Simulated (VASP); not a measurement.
Si2Mo:

```
CELL_PARAMETERS angstrom
-1.60213 1.60213 3.90810
1.60213 -1.60213 3.90810
1.60213 1.60213 -3.90810
ATOMIC_POSITIONS crystal
Si 0.66457 0.66457 0.00000
Si 0.33543 0.33543 0.00000
Mo 0.00000 0.00000 0.00000
```

```yaml
Program: VASP 6.6.1
Task: relaxation of cell and atoms
Functional: PBE
Potentials_or_basis: VASP PAW PBE potentials, release 64 (Si, Mo_sv)
Cutoff: 600 eV
k_mesh: 18 × 18 × 18
Occupations: gaussian, width 0.1 eV
Spin: no spin polarisation
```

At the start: pressure 3.5 GPa; volume 13.38 Å³/atom.

Question: How do energy, volume and symmetry change on relaxing?

Answer: Over 16 steps the energy falls by 2.5 meV/atom and the volume is 13.59 Å³/atom (+1.6 %); space group I4/mmm (No. 139, to 0.1 Å) before and after.

The path:
| step | energy change (eV) | largest force (eV/Å) | pressure (GPa) | volume (Å³) |
| --- | --- | --- | --- | --- |
| 1 | 0.0000 | 0.0943 | 3.50 | 40.13 |
| 2 | 0.0115 | 0.0963 | -5.22 | 41.84 |
| 3 | -0.0075 | 0.0173 | -0.05 | 40.78 |
| 4 | -0.0075 | 0.0189 | 0.00 | 40.76 |
| 5 | -0.0075 | 0.0048 | 0.06 | 40.75 |
| 6 | -0.0075 | 0.0057 | 0.05 | 40.75 |
| 7 | -0.0075 | 0.0069 | 0.05 | 40.75 |
| 8 | -0.0075 | 0.0079 | 0.05 | 40.75 |
| 9 | -0.0075 | 0.0005 | -0.06 | 40.77 |
| 10 | -0.0075 | 0.0024 | -0.05 | 40.76 |
| 11 | -0.0075 | 0.0038 | -0.01 | 40.76 |
| 12 | -0.0075 | 0.0035 | -0.01 | 40.76 |
| 13 | -0.0075 | 0.0031 | -0.01 | 40.76 |
| 14 | -0.0075 | 0.0028 | -0.01 | 40.76 |
| 15 | -0.0075 | 0.0026 | -0.01 | 40.76 |
| 16 | -0.0075 | 0.0002 | -0.01 | 40.76 |

Final structure:
```
Si Mo
1.0
    -1.60882    1.60882    3.93699
     1.60882   -1.60882    3.93699
     1.60882    1.60882   -3.93699
Si Mo
2 1
Cartesian
  0.0000 0.0000 5.2356
  0.0000 0.0000 2.6384
  1.6088 1.6088 -3.9370
```
